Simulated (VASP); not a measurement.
# NbSi (Fm-3m) in VASP: a series of runs, part 2 of 2

VASP 6.6.1. Earlier steps stand in the parts before.

**4. Single point, PBEsol**

This run uses another cell than the first one, of 16.37 Å³/atom, 1.045 times its volume.

The input, INCAR:

```
  PREC = Accurate
  ENCUT = 520
  EDIFF = 1E-6
  ISMEAR = -1
  SIGMA = 0.05
  LREAL = F
  LASPH = T
  NELM = 60
  ALGO = Normal
  ISIF = 2
  LWAVE = F
  LCHARG = T
  GGA = PS
  LELF = T
  LVHAR = T
  NBANDS = 16
```

The input, KPOINTS:

```
regular mesh
0
Gamma
  9 9 9
```

The input, POSCAR:

```
NbSi
1.0
    0.0000000000      2.5389545779      2.5389545779
    2.5389545779      0.0000000000      2.5389545779
    2.5389545779      2.5389545779      0.0000000000
Nb Si
1 1
Direct
    0.0000000000      0.0000000000      0.0000000000
    0.5000000000      0.5000000000      0.5000000000
```

Potentials or basis: VASP PAW PBE potentials, release 64 (Nb_sv, Si).

Started as:

```console
$ cat potpaw_PBE.64/Nb_sv/POTCAR potpaw_PBE.64/Si/POTCAR > POTCAR
$ mpirun -np 1 vasp_std > vasp.out
```

OUTCAR:

```text
PREC = Accurate
   ENCUT = 520
   EDIFF = 1E-6
   ISMEAR = -1
   LREAL = F
   LASPH = T
   NELM = 60
   ISIF = 2
   GGA = PS

 ion  position               nearest neighbor table
   1  0.000  0.000  0.000-   2 2.54   2 2.54   2 2.54   2 2.54   2 2.54   2 2.54
   2  0.500  0.500  0.500-   1 2.54   1 2.54   1 2.54   1 2.54   1 2.54   1 2.54

  LATTYP: Found a face centered cubic cell.
 ALAT       =     5.0779091558

  Lattice vectors:

 A1 = (   0.0000000000,   2.5389545779,   2.5389545779)
 A2 = (   2.5389545779,   0.0000000000,   2.5389545779)
 A3 = (   2.5389545779,   2.5389545779,   0.0000000000)

Analysis of symmetry for initial positions (statically):
=====================================================================
 Subroutine PRICEL returns:
 Original cell was already a primitive cell.

 Routine SETGRP: Setting up the symmetry group for a
 face centered cubic supercell.

 Subroutine GETGRP returns: Found 48 space group operations
 (whereof 48 operations were pure point group operations)
 out of a pool of 48 trial point group operations.

The static configuration has the point symmetry O_h .

Analysis of symmetry for dynamics (positions and initial velocities):
=====================================================================
 Subroutine PRICEL returns:
 Original cell was already a primitive cell.

 Routine SETGRP: Setting up the symmetry group for a
 face centered cubic supercell.

 Subroutine GETGRP returns: Found 48 space group operations
 (whereof 48 operations were pure point group operations)
 out of a pool of 48 trial point group operations.

The dynamic configuration has the point symmetry O_h .

 Subroutine INISYM returns: Found 48 space group operations
 (whereof 48 operations are pure point group operations),
 and found     1 'primitive' translations

----------------------------------------------------------------------------------------

                                     Primitive cell

  volume of cell :      32.7337

  direct lattice vectors                    reciprocal lattice vectors
     0.000000000  2.538954578  2.538954578    -0.196931447  0.196931447  0.196931447
     2.538954578  0.000000000  2.538954578     0.196931447 -0.196931447  0.196931447
     2.538954578  2.538954578  0.000000000     0.196931447  0.196931447 -0.196931447

  length of vectors
     3.590623998  3.590623998  3.590623998     0.341095273  0.341095273  0.341095273

  position of ions in fractional coordinates (direct lattice)
     0.000000000  0.000000000  0.000000000
     0.500000000  0.500000000  0.500000000

  ion indices of the primitive-cell ions
   primitive index   ion index
                 1           1
                 2           2

----------------------------------------------------------------------------------------

 KPOINTS: regular mesh

Automatic generation of k-mesh.
 Grid dimensions read from file:
 generate k-points for:    9    9    9

 Generating k-lattice:

  Cartesian coordinates                     Fractional coordinates (reciprocal lattice)
    -0.021881272  0.021881272  0.021881272     0.111111111  0.000000000  0.000000000
     0.021881272 -0.021881272  0.021881272     0.000000000  0.111111111  0.000000000
     0.021881272  0.021881272 -0.021881272     0.000000000  0.000000000  0.111111111

  Length of vectors
     0.037899475  0.037899475  0.037899475

  Shift w.r.t. Gamma in fractional coordinates (k-lattice)
     0.000000000  0.000000000  0.000000000

 Subroutine IBZKPT returns following result:
 ===========================================

 Found     35 irreducible k-points:

 Following reciprocal coordinates:
            Coordinates               Weight
  0.000000  0.000000  0.000000      1.000000
  0.111111  0.000000  0.000000      8.000000
  0.222222  0.000000  0.000000      8.000000
  0.333333  0.000000  0.000000      8.000000
  0.444444  0.000000  0.000000      8.000000
  0.111111  0.111111  0.000000      6.000000
[... 16 lines left out ...]
 -0.333333  0.333333  0.000000     12.000000
  0.444444  0.444444  0.000000      6.000000
 [... further k-points ...]
   k-points           NKPTS =     35   k-points in BZ     NKDIM =     35   number of bands    NBANDS=     16
   number of dos      NEDOS =    301   number of ions     NIONS =      2
   total plane-waves  NPLWV =  21952
   dimension x,y,z NGX =    28 NGY =   28 NGZ =   28
   dimension x,y,z NGXF=    56 NGYF=   56 NGZF=   56
   ions per type =               1   1
   NGX,Y,Z   is equivalent  to a cutoff of  12.96, 12.96, 12.96 a.u.
   NGXF,Y,Z  is equivalent  to a cutoff of  25.93, 25.93, 25.93 a.u.
 SYSTEM =  unknown system
   PREC   = accura    normal or accurate (medium, high low for compatibility)
   ISTART =      0    job   : 0-new  1-cont  2-samecut
   ICHARG =      2    charge: 1-file 2-atom 10-const
   ISPIN  =      1    spin polarized calculation?
   LNONCOLLINEAR =      F non collinear calculations
   LSORBIT =      F    spin-orbit coupling
   LASPH  =      T    aspherical Exc in radial PAW
   ENCUT  =  520.0 eV  38.22 Ry    6.18 a.u.   6.68  6.68  6.68*2*pi/ulx,y,z
   NELM   =     60;   NELMIN=  2; NELMDL= -5     # of ELM steps
   EDIFF  = 0.1E-05   stopping-criterion for ELM
   LREAL  =      F    real-space projection
   EDIFFG = 0.1E-04   stopping-criterion for IOM
   NSW    =      0    number of steps for IOM
   IBRION =     -1    ionic relax: 0-MD 1-quasi-New 2-CG
   NFREE  =      0    steps in history (QN), initial steepest desc. (CG)
   ISIF   =      2    stress and relaxation
   ISYM   =      2    0-nonsym 1-usesym 2-fastsym
   POTIM  = 0.5000    time-step for ionic-motion
   TEBEG  =    0.0;   TEEND  =   0.0 temperature during run
   PSTRESS=    0.0 pullay stress
   NELECT =      17.0000    total number of electrons
   NUPDOWN=      -1.0000    fix difference up-down
   EMIN   =  10.00;   EMAX   =-10.00  energy-range for DOS
   EFERMI =   0.00;   METHOD = LEGACY
   ISMEAR =    -1;   SIGMA  =   0.05  broadening in eV -4-tet -1-fermi 0-gaus
   EFERMI_NEDOS =   21; number of points for ismear=-14 and -15
   IALGO  =     38    algorithm
   IMIX   =      4    mixing-type and parameters
     AMIX     =   0.40;   BMIX     =  1.00
     AMIX_MAG =   1.60;   BMIX_MAG =  1.00
  volume/ion in A,a.u.               =      16.37       110.45
  Fermi-wavevector in a.u.,A,eV,Ry     =   1.315910  2.486709 23.560111  1.731619
  Thomas-Fermi vector in A             =   2.446059
   LORBIT       =      0    0 simple, 1 ext, 2 COOP (PROOUT), +10 PAW based schemes
   GGA     = PS    functional components
   LHFCALC =     F    Hartree Fock is set to
   AEXX    =    0.0000 exact exchange contribution
   IVDW    =     0    specifies the selected vdW correction
   LEPSILON=     F    determine dielectric tensor
   LRPA    =     F    only Hartree local field effects (RPA)
 non-spin polarized calculation
  energy-cutoff  :      520.00
  volume of cell :       32.73
 maximum number of plane-waves:       899
   NGX = 13   NGY = 13   NGZ = 13

 number of electron      17.0000001 magnetization

 Free energy of the ion-electron system (eV)
  ---------------------------------------------------
  ext. energy  EPLUGINS =         0.00000000
  ---------------------------------------------------
  free energy    TOTEN  =       -17.23426792 eV

  energy without entropy =      -17.22318924  energy(sigma->0) =      -17.22872858

 E-fermi :  10.6635     XC(G=0): -11.8880

 val. band max:       10.6525212317   @ k =   0.4444   0.2222   0.1111
 cond. band min:      10.6688433645   @ k =  -0.2222   0.2222   0.0000
 fundamental gap:      0.0163221329
 Fermi energy:        10.6634940283

 k-point     1 :       0.0000    0.0000    0.0000
  band No.  band energies     occupation
      1     -44.4027      2.00000
      2     -20.4548      2.00000
      3     -20.4548      2.00000
      4     -20.4548      2.00000
      5      -0.1818      2.00000
      6       9.3316      2.00000
[... 8 lines left out ...]
     15      20.6429      0.00000
     16      24.4466      0.00000

 k-point     2 :       0.1111    0.0000    0.0000
  band No.  band energies     occupation
      1     -44.4002      2.00000
      2     -20.4851      2.00000
      3     -20.4586      2.00000
      4     -20.4586      2.00000
      5       0.0665      2.00000
      6       8.8933      2.00000
[... 8 lines left out ...]
     15      21.2360      0.00000
     16      23.5196      0.00000
[... 387 lines left out ...]
      5       2.9544      2.00000
      6       5.9983      2.00000
[... 8 lines left out ...]
     15      20.6560      0.00000
     16      22.3760      0.00000

 k-point    24 :       0.4444    0.4444    0.0000
  band No.  band energies     occupation
      1     -44.3757      2.00000
      2     -20.6715      2.00000
      3     -20.5413      2.00000
      4     -20.5413      2.00000
      5       2.1274      2.00000
      6       6.9960      2.00000
[... 8 lines left out ...]
     15      22.3744      0.00000
     16      24.5166      0.00000

 [... further k-points ...]
[... 5 lines left out ...]
  --------------------------------------------------------------------------------------
  -------------------------------------------------------------------------------------
  Total        0.3933045      0.3933045      0.3933045      0.0000000     -0.0000000      0.0000000
  in kB       19.2506172     19.2506172     19.2506172      0.0000000     -0.0000000      0.0000000
  external PRESSURE =      19.2506172 kB  Pullay stress =       0.0000000 kB

 VOLUME and BASIS-vectors are now :
 -----------------------------------------------------------------------------
  energy-cutoff  :      520.00
  volume of cell :       32.73
      direct lattice vectors                 reciprocal lattice vectors
     0.000000000  2.538954578  2.538954578    -0.196931447  0.196931447  0.196931447
     2.538954578  0.000000000  2.538954578     0.196931447 -0.196931447  0.196931447
     2.538954578  2.538954578  0.000000000     0.196931447  0.196931447 -0.196931447

 POSITION                                       TOTAL-FORCE (eV/Angst)
 -----------------------------------------------------------------------------------
      0.00000      0.00000      0.00000         0.000000      0.000000      0.000000
      2.53895      2.53895      2.53895         0.000000     -0.000000      0.000000
 -----------------------------------------------------------------------------------
    total drift:                               -0.000000      0.000000      0.000000

  FREE ENERGIE OF THE ION-ELECTRON SYSTEM (eV)
  ---------------------------------------------------
  free  energy   TOTEN  =       -17.2342679177 eV

  energy  without entropy=      -17.2231892421  energy(sigma->0) =      -17.22872858
```

stdout:

```text
POSCAR found type information on POSCAR NbSi
 POSCAR found :  2 types and       2 ions
 scaLAPACK will be used
 -----------------------------------------------------------------------------
|                                                                             |
|                                                                             |
|     You enforced a specific xc type in the INCAR file but a different       |
|     I HOPE YOU KNOW WHAT YOU ARE DOING!                                     |
|                                                                             |
 -----------------------------------------------------------------------------

 LDA part: xc-table for (Slater+PW92), standard interpolation
 POSCAR, INCAR and KPOINTS ok, starting setup
 FFT: planning ... GRIDC
 FFT: planning ... GRID_SOFT
 FFT: planning ... GRID
 WAVECAR not read
 entering main loop
```

Run time: 39 s. Hardware: 1 thread of Intel Xeon 8259CL, shared host; peak memory 0.16 GiB.

What came out:

- Free energy: -17.2343 eV
- Pressure: 1.9 GPa

Caveat: the PAW data sets were made with another functional, which shifts forces and pressure a little.

**5. The runs side by side**

| cell | gap on the mesh (eV) | pressure (GPa) |
| --- | --- | --- |
| a = 3.538 Å, angles 60.0°, 2 atoms | none | 9.9 |
| a = 3.605 Å, angles 60.0°, 2 atoms | none | -0.1 |
| a = 3.591 Å, angles 60.0°, 2 atoms | none | 1.9 |

Alike in all rows: task single point; level PBEsol; potentials or basis VASP PAW PBE potentials, release 64 (Nb_sv, Si); no spin polarisation; k mesh 9 × 9 × 9; cutoff (eV) 520; smearing fermi-dirac 0.05 eV.

Caveats: the PAW data sets were made with another functional, which shifts forces and pressure a little.

Absolute energies hang on the potentials; compare differences alone.
